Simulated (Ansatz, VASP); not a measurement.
# Two plane-wave programs on W

```
W
1.0
     2.82173    0.00000    0.00000
    -1.41086    2.44369    0.00000
     0.00000    0.00000    5.03241
W
2
Direct
  0.33333 0.66667 0.25000
  0.66667 0.33333 0.75000
```

Alike in both runs: task single point; functional revPBE; k mesh 15 × 15 × 7; occupations fermi-dirac, width 0.1 eV; no spin polarisation.

|  | VASP | Ansatz |
| --- | --- | --- |
| version | VASP 6.6.1 | Ansatz 0.2.0 |
| potentials or method | VASP PAW PBE potentials, release 64 (W_sv), cutoff 520 eV | plane waves (420 eV) with PAW, scalar-relativistic |
| valence electrons in the cell | 28 | 28 |

|  | VASP | Ansatz | Ansatz less VASP |
| --- | --- | --- | --- |
| pressure (GPa) | -9.6 | -9.9 | -0.26 |
| traceless stress, the component that is largest in VASP (GPa) | 1.06 | 1.16 | +0.091 |

VASP's potentials were made for PBE, not for revPBE.

Neither program's run includes spin-orbit coupling.
